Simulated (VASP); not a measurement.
A run of VASP 6.6.1 is set up as follows.

INCAR

```
PREC = Accurate
ENCUT = 520
EDIFF = 1E-6
ISMEAR = 0
SIGMA = 0.1
LREAL = False
LASPH = True
NELM = 60
ALGO = Normal
ISIF = 2
LWAVE = False
LCHARG = False
GGA = PE
NBANDS = 36
```

The input KPOINTS:

```
Automatic mesh
0
Gamma
  6 6 4
```

Contents of POSCAR:

```
Rh3N2
1.0
    3.0435998040      0.0000000000      0.0000000000
   -1.5217999020      2.6358347492      0.0000000000
    0.0000000000      0.0000000000      9.3112078121
Rh N
3 2
Direct
    0.0000000000      0.0000000000      0.0000000000
    0.3333333333      0.6666666667      0.7665272634
    0.6666666667      0.3333333333      0.2334727366
    0.3333333333      0.6666666667      0.3086985303
    0.6666666667      0.3333333333      0.6913014697
```

Potentials or basis: VASP PAW PBE potentials, release 64 (Rh_pv, N).

Run with:

```sh
$ cat potpaw_PBE.64/Rh_pv/POTCAR potpaw_PBE.64/N/POTCAR > POTCAR
$ mpirun -np 1 vasp_std > vasp.out
```

**Question.** Estimate the largest force.

**Answer.** 0.020 eV/Å.

**Question.** What does it give for the pressure?

**Answer.** 0.1 GPa.

**Question.** What does it give for the band gap on the k mesh?

**Answer.** Zero (an odd number of electrons rules out a gap without spin polarisation).

Stress tensor (GPa, compression positive):
```
0.13 0.00 0.00
0.00 0.13 0.00
0.00 0.00 0.05
```

Caveat: the k points lie up to 0.40 Å⁻¹ apart, too coarse for converged energies and pressures of a metal.
